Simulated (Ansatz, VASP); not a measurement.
# Two plane-wave programs on Re

```
CELL_PARAMETERS angstrom
4.40960 0.00000 0.00000
-2.20480 3.81883 0.00000
0.00000 0.00000 2.45448
ATOMIC_POSITIONS crystal
Re 0.33333 0.66667 0.00000
Re 0.66667 0.33333 0.00000
```

Alike in both runs: functional PBE; k mesh 12 × 12 × 22; occupations gaussian, width 0.1 eV; no spin polarisation.

Ansatz relaxed the structure, and its values are those at the end. VASP's run is a single point on that final structure, the one shown.

|  | VASP | Ansatz |
| --- | --- | --- |
| version | VASP 6.6.1 | Ansatz 0.2.0 |
| potentials or method | VASP PAW PBE potentials, release 64 (Re_sv_GW), cutoff 500 eV | scalar-relativistic, plane waves, PAW |
| valence electrons in the cell | 30 | 30 |

```tsv
	VASP	Ansatz	Ansatz less VASP
gap on the k mesh at the Fermi level (eV)	none	none	-
pressure (GPa)	-1.7	0.0	+1.71
```

A gap of «none» marks a metal or a gap that the smearing closes.

Spin-orbit coupling is off throughout.
